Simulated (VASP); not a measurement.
**KBr: single point with PBEsol**

The system is KBr.

```
K Br
1.0
     0.00000    3.30244    3.30244
     3.30244    0.00000    3.30244
     3.30244    3.30244    0.00000
K Br
1 1
Direct
  0.00000 0.00000 0.00000
  0.50000 0.50000 0.50000
```

* Program: VASP 6.6.1
* Task: single point
* Functional: PBEsol
* Potentials or basis: VASP PAW PBE potentials, release 64 (K_sv, Br)
* Cutoff: 520 eV
* k mesh: 4 × 4 × 4
* Occupations: fermi-dirac, width 0.5 eV
* Spin: no spin polarisation
* Dipole correction: no
* Further INCAR settings: ALGO = Normal; EDIFF = 1e-07; NBANDS = 15

```
Pressure               : -0.3 GPa
Band gap on the k mesh : 4.28 eV
```

Levels at points of the mesh, in eV from the valence-band top:
```csv
k point,band 4,band 5,band 6,band 7,band 8,band 9,band 10,band 11,band 12,band 13
"(0.00, 0.00, 0.00)",-11.15,-11.15,0.00,0.00,0.00,4.28,7.53,7.53,7.53,8.37
"(0.50, 0.00, 0.00)",-11.15,-10.92,-1.20,-0.34,-0.34,6.44,8.12,9.73,9.73,9.98
"(0.50, 0.50, 0.00)",-11.19,-11.19,-0.83,-0.29,-0.29,5.75,7.09,9.33,9.33,9.63
```

Run time: 12 s on 1 thread of Intel(R) Xeon(R) Platinum 8259CL CPU @ 2.50GHz (Skylake/Cascade Lake) (shared host), peak memory 0.2 GiB.

Caveat: the PAW data sets were made with another functional, which shifts forces and pressure a little.
